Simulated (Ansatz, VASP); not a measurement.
SrO in VASP and in Ansatz

INCAR

```
SYSTEM = SrO
  PREC = Accurate
  ENCUT = 600
  EDIFF = 1E-6
  ISMEAR = 0
  SIGMA = 0.1
  LREAL = .False.
  LASPH = .True.
  NELM = 120
  ALGO = Normal
  ISIF = 2
  LWAVE = .False.
  LCHARG = .False.
  GGA = RE
  NBANDS = 15
  GGA_COMPAT = .False.
```

The input KPOINTS:

```
Automatic mesh
0
Gamma
  2 2 2
  0 0 0
```

The input POSCAR:

```
SrO
1.0
    0.0000000000      2.5837846888      2.5837846888
    2.5837846888      0.0000000000      2.5837846888
    2.5837846888      2.5837846888      0.0000000000
Sr O
1 1
Direct
    0.9460000000      0.8040000000      0.7670000000
    0.4460000000      0.3040000000      0.2670000000
```

Input for Ansatz:

```yaml
crystal:
  lattice:
    - [0.0, 2.5837846888, 2.5837846888]
    - [2.5837846888, 0.0, 2.5837846888]
    - [2.5837846888, 2.5837846888, 0.0]
  atoms:
    - { symbol: Sr, position: [0.946, 0.804, 0.767] }
    - { symbol: O, position: [0.446, 0.304, 0.267] }
basis:
  ecutwfc: 420
  ecutrho_ratio: 5
kpoints:
  mp_grid: { grid: [2, 2, 2] }
  band_path: { path: [[0, 0, 0], [0.5, 0, 0], [0.5, 0.5, 0.5]], npoints: 8 }
hamiltonian:
  xc: revpbe
scf:
  occupations: { method: gaussian, width: 0.1 }
  lower_state_search: "off"
  mixing: { algorithm: msr1 }
  convergence: { dr2_threshold: "1e-13 eV" }
  max_iter: 50
output:
  forces: true
  stress: true
  eigenvalues: true
```

Alike in both runs: task single point; functional revPBE; k mesh 2 × 2 × 2; occupations gaussian, width 0.1 eV; no spin polarisation.

|  | VASP | Ansatz |
| --- | --- | --- |
| version | VASP 6.6.1 | Ansatz 0.2.0 |
| potentials or method | VASP PAW PBE potentials, release 64 (Sr_sv, O), cutoff 600 eV | scalar-relativistic, plane waves, PAW |
| valence electrons in the cell | 16 | 16 |

|  | VASP | Ansatz | Ansatz less VASP |
| --- | --- | --- | --- |
| gap on the k mesh at the Fermi level (eV) | 3.17 | 3.23 | +0.055 |
| least direct gap on the mesh (eV) | 3.28 | 3.32 | +0.045 |
| pressure (GPa) | 4.6 | 4.0 | -0.58 |

VASP's potentials were made for PBE, not for revPBE.

The k mesh is coarse, so the values compare programs but aren't converged.
